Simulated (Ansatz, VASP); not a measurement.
## B in VASP and in Ansatz

File INCAR:

```
  ALGO = Normal
  EDIFF = 1E-6
  ENCUT = 520
  GGA = PS
  ISIF = 2
  ISMEAR = 0
  LASPH = True
  LCHARG = False
  LREAL = False
  LWAVE = False
  NBANDS = 18
  NELM = 60
  PREC = Accurate
  SIGMA = 0.1
```

Contents of KPOINTS:

```
k-points
0
Gamma
  14 6 4
```

The input POSCAR:

```
B
1.0
    0.0000000000      0.0000000000     -1.6018654857
    2.0936048292     -3.6262299352      0.0000000000
   -6.2808144876     -3.6262299352      0.0000000000
B
6
Direct
    0.0000000000      0.5000000000      0.5000000000
    1.0000000000      1.0000000000      1.0000000000
    0.5000000000      0.5000000000      0.8333333333
    0.5000000000      0.0000000000      0.3333333333
    0.5000000000      0.0000000000      0.6666666667
    0.5000000000      0.5000000000      0.1666666667
```

Input for Ansatz:

```yaml
crystal:
  lattice:
    - [0.0, 0.0, -1.6018654857]
    - [2.0936048292, -3.6262299352, 0.0]
    - [-6.2808144876, -3.6262299352, 0.0]
  atoms:
    - { symbol: B, position: [0.0, 0.5, 0.5] }
    - { symbol: B, position: [1.0, 1.0, 1.0] }
    - { symbol: B, position: [0.5, 0.5, 0.8333333333] }
    - { symbol: B, position: [0.5, 0.0, 0.3333333333] }
    - { symbol: B, position: [0.5, 0.0, 0.6666666667] }
    - { symbol: B, position: [0.5, 0.5, 0.1666666667] }
basis:
  ecutwfc: 420
kpoints:
  mp_grid: { grid: [14, 6, 4] }
hamiltonian:
  xc: pbesol
scf:
  occupations: { method: gaussian, width: 0.1 }
output:
  forces: true
  stress: true
  eigenvalues: true
```

Alike in both runs: task single point; functional PBEsol; k mesh 14 × 6 × 4; occupations gaussian, width 0.1 eV; no spin polarisation.

|  | VASP | Ansatz |
| --- | --- | --- |
| version | VASP 6.6.1 | Ansatz 0.2.0 |
| potentials or method | VASP PAW PBE potentials, release 64 (B), cutoff 520 eV | scalar-relativistic, plane waves, PAW |
| valence electrons in the cell | 18 | 18 |

|  | VASP | Ansatz | Ansatz less VASP |
| --- | --- | --- | --- |
| gap on the k mesh at the Fermi level (eV) | none | none | - |
| pressure (GPa) | 0.1 | 0.0 | -0.16 |
| traceless stress, the component that is largest in VASP (GPa) | 1.12 | 1.11 | -0.010 |

VASP's potentials were made for PBE, not for PBEsol. A gap of «none» marks a metal or a gap that the smearing closes.
